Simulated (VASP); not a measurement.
A run of VASP 6.6.1 is set up as follows.

Contents of INCAR:

```
SYSTEM = As
PREC = Accurate ; ENCUT = 520
EDIFF = 1E-6 ; ISMEAR = -1
SIGMA = 0.1 ; LREAL = .False.
LASPH = .True. ; NELM = 100
ALGO = Normal ; ISIF = 2
LWAVE = .False. ; LCHARG = .False.
GGA = RP ; NBANDS = 12
```

File KPOINTS:

```
regular mesh
0
Gamma
  13 13 8
  0 0 0
```

POSCAR

```
As
1.0
    3.0993390326      0.0000000000      0.0000000000
   -1.5496695163      2.6841063372      0.0000000000
    0.0000000000      0.0000000000      4.7222729413
As
2
Direct
    0.3333333333      0.6666666667      0.2500000000
    0.6666666667      0.3333333333      0.7500000000
```

Potentials or basis: VASP PAW PBE potentials, release 64 (As).

Command:

```bash
$ cat potpaw_PBE.64/As/POTCAR > POTCAR
$ mpirun -np 1 vasp_std > vasp.out
```

(1) Predict the band gap on the k mesh.

(2) What does it give for the pressure?

Results:

(1) zero (band 5 reaches 10.28 eV, above the bottom of band 6 at 2.95 eV).

(2) 0.2 GPa.

Caveat: the PAW data sets were made with another functional, which shifts forces and pressure a little.
